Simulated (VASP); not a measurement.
NiO: single point with PBE

Crystal: NiO.

```
Ni O
1.0
     2.83023    0.00000    0.00000
     0.00000    2.83023    0.00000
     0.00000    0.00000    5.00974
Ni O
2 2
Cartesian
  0.0000 1.4151 2.5049
  1.4151 0.0000 0.0000
  0.0000 0.0000 1.2524
  0.0000 0.0000 3.7573
```

```
Program             : VASP 6.6.1
Task                : single point
Functional          : PBE
Potentials or basis : VASP PAW PBE potentials, release 64 (Ni, O)
Cutoff              : 520 eV
k mesh              : 16 × 16 × 10
Occupations         : gaussian, width 0.1 eV
Spin                : no spin polarisation
```

* Pressure: 0.6 GPa
* Band gap on the k mesh: zero (bands 16 and 17 overlap by 0.35 eV)

Stress tensor (GPa, compression positive):
```
0.42 0.00 0.00
0.00 0.42 0.00
0.00 0.00 0.87
```

Levels at points of the mesh, in eV from the Fermi level:
| k point | band 13 | band 14 | band 15 | band 16 | band 17 | band 18 | band 19 | band 20 |
| --- | --- | --- | --- | --- | --- | --- | --- | --- |
| (0.00, 0.00, 0.00) | -1.29 | -1.19 | -1.07 | -1.06 | 1.53 | 1.53 | 2.73 | 6.61 |
| (0.50, 0.00, 0.00) | -1.26 | -0.86 | -0.60 | -0.15 | 1.00 | 1.18 | 4.27 | 7.00 |
| (0.50, 0.50, 0.00) | -1.45 | -1.23 | -0.52 | 0.21 | 0.21 | 1.94 | 2.46 | 8.18 |
| (0.00, 0.00, 0.50) | -1.13 | -1.13 | -0.54 | -0.54 | 0.84 | 0.84 | 4.56 | 4.56 |
| (0.50, 0.00, 0.50) | -1.50 | -1.15 | -0.94 | -0.38 | 0.94 | 1.57 | 4.72 | 7.13 |
| (0.50, 0.50, 0.50) | -1.03 | -1.03 | 0.00 | 0.00 | 0.45 | 0.45 | 4.67 | 4.67 |

Run time: 3.1 min on 1 thread of Intel(R) Xeon(R) Platinum 8259CL CPU @ 2.50GHz (Skylake/Cascade Lake) (shared host), peak memory 0.33 GiB.

Caveat: the run has no spin polarisation, though such a crystal can be magnetic; semilocal functionals often make such compounds metallic where correlation or magnetic order opens a gap, which also shifts bond lengths. Spin polarisation is off, so any magnetic state and its effect on volume and gap are missing.
